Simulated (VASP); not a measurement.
# InGaAs2 (P-4m2) in VASP: notebook, part 2 of 2

VASP 6.6.1.

### Step 3. Single point, PBEsol (strain -0.050 along x and y, +0.000 along z)

INCAR reads:

```
SYSTEM = InGaAs2
PREC = Accurate
ENCUT = 520
EDIFF = 1E-6
ISMEAR = 0
SIGMA = 0.15
LREAL = .FALSE.
LASPH = .TRUE.
NELM = 80
ALGO = Normal
ISIF = 2
LWAVE = .FALSE.
LCHARG = .TRUE.
GGA = PS
LELF = .TRUE.
LVHAR = .TRUE.
NBANDS = 26
```

KPOINTS reads:

```
regular mesh
0
G
  12 12 8
  0 0 0
```

POSCAR reads:

```
InGaAs2
1.0
    3.9369104442      0.0000000000      0.0000000000
    0.0000000000      3.9369104442      0.0000000000
    0.0000000000      0.0000000000      5.9039978333
In Ga As
1 1 2
Direct
    0.0000000000      0.0000000000      0.5000000000
    0.5000000000      0.5000000000      0.0000000000
    0.5000000000      0.0000000000      0.7697097067
    0.0000000000      0.5000000000      0.2302902933
```

Potentials or basis: VASP PAW PBE potentials, release 64 (In_d, Ga_d, As).

The run is started by

```
$ cat potpaw_PBE.64/In_d/POTCAR potpaw_PBE.64/Ga_d/POTCAR potpaw_PBE.64/As/POTCAR > POTCAR
$ mpirun -np 1 vasp_std > vasp.out
```

OUTCAR:

```text
SYSTEM = InGaAs2
   PREC = Accurate
   ENCUT = 520
   EDIFF = 1E-6
   ISMEAR = 0
   LREAL = .FALSE.
   LASPH = .TRUE.
   NELM = 80
   ISIF = 2
   GGA = PS

 ion  position               nearest neighbor table
   1  0.000  0.000  0.500-   3 2.53   4 2.53   4 2.53   3 2.53
   2  0.500  0.500  0.000-   3 2.39   4 2.39   3 2.39   4 2.39
   3  0.500  0.000  0.770-   2 2.39   2 2.39   1 2.53   1 2.53
   4  0.000  0.500  0.230-   2 2.39   2 2.39   1 2.53   1 2.53

  LATTYP: Found a simple tetragonal cell.
 ALAT       =     3.9369104442
 C/A-ratio  =     1.4996525618
[... 895 lines left out ...]
  --------------------------------------------------------------------------------------
  -------------------------------------------------------------------------------------
  Total        5.0378362      5.0378362      3.7072727      0.0000000      0.0000000     -0.0000000
  in kB       88.2058450     88.2058450     64.9094383      0.0000000      0.0000000     -0.0000000
  external PRESSURE =      80.4403761 kB  Pullay stress =       0.0000000 kB

 VOLUME and BASIS-vectors are now :
 -----------------------------------------------------------------------------
  energy-cutoff  :      520.00
  volume of cell :       91.51
      direct lattice vectors                 reciprocal lattice vectors
     3.936910444  0.000000000  0.000000000     0.254006286  0.000000000  0.000000000
     0.000000000  3.936910444  0.000000000     0.000000000  0.254006286  0.000000000
     0.000000000  0.000000000  5.903997833     0.000000000  0.000000000  0.169376756

 POSITION                                       TOTAL-FORCE (eV/Angst)
 -----------------------------------------------------------------------------------
      0.00000      0.00000      2.95200         0.000000     -0.000000      0.000000
      1.96846      1.96846      0.00000         0.000000      0.000000      0.000000
      1.96846      0.00000      4.54436         0.000000     -0.000000      0.084896
      0.00000      1.96846      1.35963         0.000000     -0.000000     -0.084896
 -----------------------------------------------------------------------------------
    total drift:                                0.000000      0.000000      0.000000

  FREE ENERGIE OF THE ION-ELECTRON SYSTEM (eV)
  ---------------------------------------------------
  free  energy   TOTEN  =       -17.2504859521 eV

  energy  without entropy=      -17.2503902847  energy(sigma->0) =      -17.25043812
```

OSZICAR:

```text
N       E                     dE             d eps       ncg     rms          rms(c)
DAV:   1     0.277294051202E+03    0.27729E+03   -0.16901E+04  7308   0.181E+03
DAV:   2     0.138083761487E+02   -0.26349E+03   -0.25425E+03  7624   0.417E+02
DAV:   3    -0.167394668991E+02   -0.30548E+02   -0.30145E+02  9086   0.135E+02
DAV:   4    -0.177921481536E+02   -0.10527E+01   -0.10500E+01  8542   0.257E+01
DAV:   5    -0.178236276712E+02   -0.31480E-01   -0.31470E-01 10390   0.445E+00    0.641E+00
DAV:   6    -0.173307897795E+02    0.49284E+00   -0.72510E-01 10224   0.145E+01    0.355E+00
DAV:   7    -0.172541028265E+02    0.76687E-01   -0.37712E-01 11198   0.491E+00    0.807E-01
DAV:   8    -0.172502826587E+02    0.38202E-02   -0.50176E-02  9526   0.272E+00    0.515E-01
DAV:   9    -0.172502639361E+02    0.18723E-04   -0.33217E-03  9826   0.760E-01    0.208E-01
DAV:  10    -0.172504565636E+02   -0.19263E-03   -0.61757E-04 10978   0.265E-01    0.960E-02
DAV:  11    -0.172504904406E+02   -0.33877E-04   -0.20014E-04  8878   0.214E-01    0.663E-02
DAV:  12    -0.172504855247E+02    0.49159E-05   -0.20235E-05  8170   0.551E-02    0.118E-02
DAV:  13    -0.172504859521E+02   -0.42743E-06   -0.50740E-06  8164   0.132E-02
   1 F= -.17250486E+02 E0= -.17250438E+02  d E =-.956674E-04
```

It took 6.4 min on 1 thread of Intel Xeon Platinum 8375C at 2.90GHz (Ice Lake), shared host; peak memory 0.45 GiB.

What came out:

| Item | Value |
| --- | --- |
| Free energy | -17.2505 eV |
| Pressure | 8.0 GPa |
| Largest force | 0.085 eV/Å |
| Band gap on the k mesh | 0.33 eV, direct |

Forces on the atoms (eV/Å):
```
In   0.000  0.000  0.000
Ga   0.000  0.000  0.000
As   0.000  0.000  0.085
As   0.000  0.000 -0.085
```

Caveat: the cell differs from its parent crystal (strain -0.050 along x and y, +0.000 along z); the PAW data sets were made with another functional, which shifts forces and pressure a little; spin-orbit coupling is left out, which moves the levels of the heavy elements. A k mesh can miss the band edges.

### Step 4. Single point, PBEsol (strain -0.025 along x and y, -0.050 along z)

INCAR reads:

```
ALGO     = Normal         # electronic algorithm
EDIFF    = 1E-6           # SCF threshold, eV
ENCUT    = 520            # plane-wave cutoff, eV
GGA      = PS             # functional
ISIF     = 2              # what is computed and relaxed
ISMEAR   = 0              # smearing method
LASPH    = T              # aspherical terms in the spheres
LCHARG   = T              # write CHGCAR
LELF     = T              # ELF
LREAL    = F              # projectors in reciprocal space
LVHAR    = T            
LWAVE    = F              # write WAVECAR
NBANDS   = 26             # bands
NELM     = 80             # most SCF steps
PREC     = Accurate       # precision mode
SIGMA    = 0.15           # smearing width, eV
```

KPOINTS reads:

```
k-points
0
Gamma
  12 12 8
```

POSCAR reads:

```
InGaAs2
1.0
    4.0405133507      0.0000000000      0.0000000000
    0.0000000000      4.0405133507      0.0000000000
    0.0000000000      0.0000000000      5.6087979416
In Ga As
1 1 2
Direct
    0.0000000000      0.0000000000      0.5000000000
    0.5000000000      0.5000000000      0.0000000000
    0.5000000000      0.0000000000      0.7697097067
    0.0000000000      0.5000000000      0.2302902933
```

The run is started by

```
$ cat potpaw_PBE.64/In_d/POTCAR potpaw_PBE.64/Ga_d/POTCAR potpaw_PBE.64/As/POTCAR > POTCAR
$ mpirun -np 1 vasp_std > vasp.out
```

Wall time 5.5 min (1 thread of Intel Xeon Platinum 8375C at 2.90GHz (Ice Lake), shared host); peak memory 0.45 GiB.

The run converged. Its results:

```
Free energy            : -17.2669 eV
Pressure               : 8.1 GPa
Largest force          : 0.137 eV/Å
Band gap on the k mesh : 0.45 eV, direct
```

Forces in eV/Å, atoms in the order of the input:
```
In   0.000  0.000  0.000
Ga   0.000  0.000  0.000
As   0.000  0.000  0.137
As   0.000  0.000 -0.137
```

Stress tensor (GPa, compression positive):
```
7.71 0.00 0.00
0.00 7.71 0.00
0.00 0.00 8.90
```

Levels at points of the mesh, in eV from the valence-band top:
| k point | band 15 | band 16 | band 17 | band 18 | band 19 | band 20 | band 21 | band 22 |
| --- | --- | --- | --- | --- | --- | --- | --- | --- |
| (0.00, 0.00, 0.00) | -3.00 | -0.12 | 0.00 | 0.00 | 0.45 | 1.29 | 1.66 | 3.80 |
| (0.50, 0.00, 0.00) | -3.59 | -3.32 | -1.74 | -1.08 | 2.08 | 3.25 | 5.05 | 5.29 |
| (0.50, 0.50, 0.00) | -2.96 | -2.80 | -2.80 | -2.59 | 1.26 | 1.26 | 1.66 | 1.97 |
| (0.00, 0.00, 0.50) | -2.24 | -2.24 | -1.50 | -1.50 | 1.71 | 1.75 | 2.99 | 3.64 |
| (0.50, 0.00, 0.50) | -1.69 | -1.16 | -1.10 | -0.95 | 0.77 | 1.39 | 4.39 | 4.56 |
| (0.50, 0.50, 0.50) | -3.79 | -3.62 | -3.58 | -3.58 | 4.58 | 4.58 | 4.82 | 5.01 |

Caveat: the cell differs from its parent crystal (strain -0.025 along x and y, -0.050 along z); the PAW data sets were made with another functional, which shifts forces and pressure a little; spin-orbit coupling is left out, which moves the levels of the heavy elements. A k mesh can miss the band edges.

### Step 5. Overview

```csv
cell,gap on the mesh (eV),pressure (GPa),largest force (eV/Å)
"a = 3.937, b = 3.937, c = 5.756 Å, 4 atoms",0.53,10.7,0.13
"a = 3.937, b = 3.937, c = 5.904 Å, 4 atoms",0.33,8.0,0.08
"a = 4.041, b = 4.041, c = 5.609 Å, 4 atoms",0.45,8.1,0.14
```

Alike in all rows: task single point; level PBEsol; potentials or basis VASP PAW PBE potentials, release 64 (In_d, Ga_d, As); no spin polarisation; k mesh 12 × 12 × 8; cutoff (eV) 520; smearing gaussian 0.15 eV.

Caveats: the PAW data sets were made with another functional, which shifts forces and pressure a little; spin-orbit coupling is left out, which moves the levels of the heavy elements.

Absolute energies hang on the potentials; compare differences alone.
